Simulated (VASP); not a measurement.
# ZnSbO (P4/mmm) in VASP: a series of runs, part 2 of 2

VASP 6.6.1. Earlier steps stand in the parts before.

**4. Relaxation of cell and atoms, PBE**

This run uses another cell than the first one, of 21.39 Å³/atom.

Input file INCAR:

```
PREC = Accurate
ENCUT = 600
EDIFF = 1E-7
ISMEAR = 0
SIGMA = 0.1
LREAL = F
LASPH = T
NELM = 100
ALGO = Normal
ISIF = 3
LWAVE = F
LCHARG = F
GGA = PE
IBRION = 2
NSW = 90
EDIFFG = -0.04
```

Input file KPOINTS:

```
Automatic mesh
0
Gamma
  6 6 4
```

Input file POSCAR:

```
ZnSbO
1.0
    3.5433865600      0.0000000000      0.0000000000
    0.0000000000      3.5433865600      0.0000000000
    0.0000000000      0.0000000000      5.1110120400
Zn Sb O
1 1 1
Direct
    0.5000000000      0.5000000000      0.0000000000
    0.5000000000      0.5000000000      0.5000000000
    0.0000000000      0.0000000000      0.5000000000
```

Potentials or basis: VASP PAW PBE potentials, release 64 (Zn, Sb, O).

Started as:

```
$ cat potpaw_PBE.64/Zn/POTCAR potpaw_PBE.64/Sb/POTCAR potpaw_PBE.64/O/POTCAR > POTCAR
$ mpirun -np 1 vasp_std > vasp.out
```

OUTCAR:

```text
PREC = Accurate
   ENCUT = 600
   EDIFF = 1E-7
   ISMEAR = 0
   LREAL = F
   LASPH = T
   NELM = 100
   ISIF = 3
   GGA = PE
   IBRION = 2
   NSW = 90
   EDIFFG = -0.04

 ion  position               nearest neighbor table
   1  0.500  0.500  0.000-   2 2.56   2 2.56
   2  0.500  0.500  0.500-   3 2.51   3 2.51   3 2.51   3 2.51   1 2.56   1 2.56
   3  0.000  0.000  0.500-   2 2.51   2 2.51   2 2.51   2 2.51

  LATTYP: Found a simple tetragonal cell.
 ALAT       =     3.5433865600
 C/A-ratio  =     1.4424088237

  Lattice vectors:

 A1 = (   3.5433865600,   0.0000000000,   0.0000000000)
 A2 = (   0.0000000000,   3.5433865600,   0.0000000000)
 A3 = (   0.0000000000,   0.0000000000,   5.1110120400)

Analysis of symmetry for initial positions (statically):
=====================================================================
 Subroutine PRICEL returns:
 Original cell was already a primitive cell.

 Routine SETGRP: Setting up the symmetry group for a
 simple tetragonal supercell.

 Subroutine GETGRP returns: Found 16 space group operations
 (whereof 16 operations were pure point group operations)
 out of a pool of 16 trial point group operations.

The static configuration has the point symmetry D_4h.

Analysis of symmetry for dynamics (positions and initial velocities):
[... 386 lines left out ...]
 Free energy of the ion-electron system (eV)
  ---------------------------------------------------
  ext. energy  EPLUGINS =         0.00000000
  ---------------------------------------------------
  free energy    TOTEN  =       -10.97039894 eV

  energy without entropy =      -10.96164302  energy(sigma->0) =      -10.96602098

 E-fermi :   4.7740     XC(G=0):  -9.6948

 val. band max:        4.6847615529   @ k =   0.3333   0.1667   0.2500
 cond. band min:       4.8006540093   @ k =   0.3333   0.0000   0.2500
 fundamental gap:      0.1158924565
 Fermi energy:         4.7740140792

 k-point     1 :       0.0000    0.0000    0.0000
  band No.  band energies     occupation
      1     -14.8793      2.00000
      2      -4.4414      2.00000
      3      -2.7608      2.00000
      4      -2.5711      2.00000
      5      -2.5412      2.00000
      6      -2.5412      2.00000
      7      -2.4798      2.00000
      8      -1.1108      2.00000
      9      -0.4962      2.00000
     10      -0.4962      2.00000
     11       0.9990      2.00000
     12       4.0040      2.00000
     13      10.0645      0.00000
     14      10.0645      0.00000
[... 401 lines left out ...]
      2      -6.4388      2.00000
      3      -2.8323      2.00000
      4      -2.6837      2.00000
      5      -2.6505      2.00000
      6      -2.5575      2.00000
      7      -2.5386      2.00000
      8       0.2461      2.00000
      9       0.6489      2.00000
     10       0.7276      2.00000
     11       3.3296      2.00000
     12       3.7781      2.00000
     13       4.9928      0.00198
     14       8.0776      0.00000
     15       8.1594      0.00000

 [... further k-points ...]

------------------------ aborting loop because EDIFF is reached ----------------------------------------

  FORCE on cell =-STRESS in cart. coord.  units (eV):
  Direction    XX          YY          ZZ          XY          YZ          ZX
  --------------------------------------------------------------------------------------
  -------------------------------------------------------------------------------------
  Total       -0.0268400     -0.0268400     -0.0110883      0.0000000     -0.0000000      0.0000000
  in kB       -0.7158545     -0.7158545     -0.2957363      0.0000000     -0.0000000      0.0000000
  external PRESSURE =      -0.5758151 kB  Pullay stress =       0.0000000 kB
[... 18 lines left out ...]
  FREE ENERGIE OF THE ION-ELECTRON SYSTEM (eV)
  ---------------------------------------------------
  free  energy   TOTEN  =       -10.9703989377 eV

  energy  without entropy=      -10.9616430209  energy(sigma->0) =      -10.96602098

 reached required accuracy - stopping structural energy minimisation
```

OSZICAR:

```text
N       E                     dE             d eps       ncg     rms          rms(c)
DAV:   1     0.153622667489E+03    0.15362E+03   -0.11587E+04   900   0.174E+03
[... 72 lines left out ...]
DAV:   2    -0.109722550644E+02    0.37737E-02   -0.97197E-03  1033   0.151E+00    0.276E-01
DAV:   3    -0.109705424198E+02    0.17126E-02   -0.18742E-03   997   0.469E-01    0.871E-02
DAV:   4    -0.109703958216E+02    0.14660E-03   -0.58721E-04  1087   0.240E-01    0.225E-02
DAV:   5    -0.109703985112E+02   -0.26895E-05   -0.46590E-05   928   0.637E-02    0.141E-02
DAV:   6    -0.109703992518E+02   -0.74066E-06   -0.47076E-06  1160   0.173E-02    0.347E-03
DAV:   7    -0.109703989574E+02    0.29442E-06   -0.21635E-06  1093   0.105E-02    0.106E-03
DAV:   8    -0.109703989377E+02    0.19729E-07   -0.18534E-07   528   0.489E-03
   7 F= -.10970399E+02 E0= -.10966021E+02  d E =-.863013E-03
```

CONTCAR:

```text
ZnSbO
   1.00000000000000
     3.3011002718539291    0.0000000000000000   -0.0000000000000000
     0.0000000000000000    3.3011002718539291   -0.0000000000000000
     0.0000000000000000   -0.0000000000000000    5.5125393138037477
  Zn              Sb              O
     1     1     1
Direct
     0.5000000000000000    0.5000000000000000    1.0000000000000000
     0.5000000000000000    0.5000000000000000    0.5000000000000000
     0.0000000000000000    1.0000000000000000    0.5000000000000000

  0.00000000E+00  0.00000000E+00  0.00000000E+00
  0.00000000E+00  0.00000000E+00  0.00000000E+00
  0.00000000E+00  0.00000000E+00  0.00000000E+00
```

It took 79 s on 1 thread of Intel Xeon 6975P-C (Granite Rapids), shared host; peak memory 0.22 GiB.

Results:

| Property | Result |
| --- | --- |
| Free energy | -10.9704 eV |
| Relaxed volume | 20.02 Å³/atom |
| Relaxed cell | a = 3.301 Å, b = 3.301 Å, c = 5.513 Å, α = 90.00°, β = 90.00°, γ = 90.00° |
| Space group after relaxing (to 0.1 Å) | P4/mmm (No. 123) |
| Energy gained by relaxing | 128.3 meV/atom |
| Ionic steps | 7 |
| Pressure after relaxing | -0.1 GPa |
| Band gap on the k mesh | zero (an odd number of electrons rules out a gap without spin polarisation) |

Step by step:
```
step  energy change (eV)  largest force (eV/Å)  pressure (GPa)  volume (Å³)
   1              0.0000                0.0000           -4.06        64.17
   2             -0.3729                0.0000            0.43        59.01
   3             -0.3755                0.0000            1.20        58.56
   4             -0.3753                0.0000            1.37        58.44
   5             -0.3836                0.0000            0.09        59.72
   6             -0.3840                0.0000           -0.28        60.13
   7             -0.3849                0.0000           -0.06        60.07
```

Final structure:
```xyz
3
Lattice="3.3011 0.0000 0.0000 0.0000 3.3011 0.0000 0.0000 0.0000 5.5125" Properties=species:S:1:pos:R:3 pbc="T T T"
Zn    1.6506    1.6506    5.5125
Sb    1.6506    1.6506    2.7563
O     0.0000    3.3011    2.7563
```

Levels at points of the mesh, in eV from the Fermi level:
| k point | band 9 | band 10 | band 11 | band 12 | band 13 | band 14 |
| --- | --- | --- | --- | --- | --- | --- |
| (0.00, 0.00, 0.00) | -5.27 | -5.27 | -3.78 | -0.77 | 5.29 | 5.29 |
| (0.50, 0.00, 0.00) | -3.71 | -2.86 | -2.76 | -2.00 | 0.15 | 1.25 |
| (0.50, 0.50, 0.00) | -6.75 | -3.39 | -1.28 | 0.85 | 1.35 | 1.35 |
| (0.00, 0.00, 0.50) | -5.24 | -5.24 | -2.83 | 2.64 | 2.92 | 5.95 |
| (0.50, 0.00, 0.50) | -4.13 | -4.05 | -1.44 | -1.00 | 0.22 | 3.30 |
| (0.50, 0.50, 0.50) | -7.18 | -3.42 | -2.57 | 1.07 | 1.07 | 3.76 |

Caveat: spin-orbit coupling is left out, which moves the levels of the heavy elements; an odd number of electrons without spin polarisation forces a metal; a magnetic or distorted state may lie lower.

**5. The runs side by side**

| task | cell | cutoff (eV) | gap on the mesh (eV) | pressure (GPa) |
| --- | --- | --- | --- | --- |
| single point | a = 3.315, b = 3.315, c = 5.478 Å, 3 atoms | 520 | none | -0.4 |
| single point | a = 3.543, b = 3.543, c = 5.111 Å, 3 atoms | 520 | none | -4.0 |
| relaxation of cell and atoms | relaxed from a = 3.543, b = 3.543, c = 5.111 Å, 3 atoms | 600 | none | -0.1 |

Alike in all rows: level PBE; potentials or basis VASP PAW PBE potentials, release 64 (Zn, Sb, O); no spin polarisation; k mesh 6 × 6 × 4; smearing gaussian 0.1 eV.

Caveats: spin-orbit coupling is left out, which moves the levels of the heavy elements; an odd number of electrons without spin polarisation forces a metal; a magnetic or distorted state may lie lower; the stress differs along the axes, from -10 to 8 GPa (at least some runs).

Total energies depend on the potentials used, so only differences within one code and one set of settings carry meaning.

The gap in the log of VASP goes by the Fermi energy; the results here count the filled bands.